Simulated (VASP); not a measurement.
Pt, 8 atoms in the cell. Symmetry: Imm2, No. 44, orthorhombic system. The conventional cell has a = 5.538 Å, b = 7.832 Å, c = 5.538 Å, α = 90.00°, β = 90.00°, γ = 90.00°. Within 3.5 Å of Pt (site symmetry mm2) lie 12 Pt at 2.66 to 2.88 Å. Within 3.5 Å of Pt (site symmetry mm2) lie 12 Pt at 2.66 to 2.88 Å. Within 3.6 Å of Pt (site symmetry 1) lie 12 Pt at 2.71 to 2.83 Å. Within 3.6 Å of Pt (site symmetry mm2) lie 12 Pt at 2.77 Å. Within 3.6 Å of Pt (site symmetry mm2) lie 12 Pt at 2.77 Å.  This cell differs from its parent crystal: atom 1 (Pt) moved +0.113 Å along Cartesian [1 1 0].

```yaml
Program: VASP 6.6.1
Task: single point
Functional: PBE
Potentials_or_basis: VASP PAW PBE potentials, release 64 (Pt)
Cutoff: 520 eV
k_mesh: 10 × 10 × 10
Occupations: gaussian, width 0.15 eV
Spin: no spin polarisation
Dipole_correction: no
Further_INCAR_settings: ALGO = Fast; EDIFF = 1e-06; NBANDS = 50
```

Potentials or basis: VASP PAW PBE potentials, release 64 (Pt).

Run with:

```console
$ cat potpaw_PBE.64/Pt/POTCAR > POTCAR
$ mpirun -np 1 vasp_std > vasp.out
```

Hardware: 1 thread of Intel Xeon 8259CL, on a shared host.

**Question.** How long does it take, and how much memory?

**Answer.** Run time: 39 min on 1 thread of Intel Xeon 8259CL, with other jobs on the host, peak memory 0.76 GiB. Counts: scf iterations 15, k points 171.
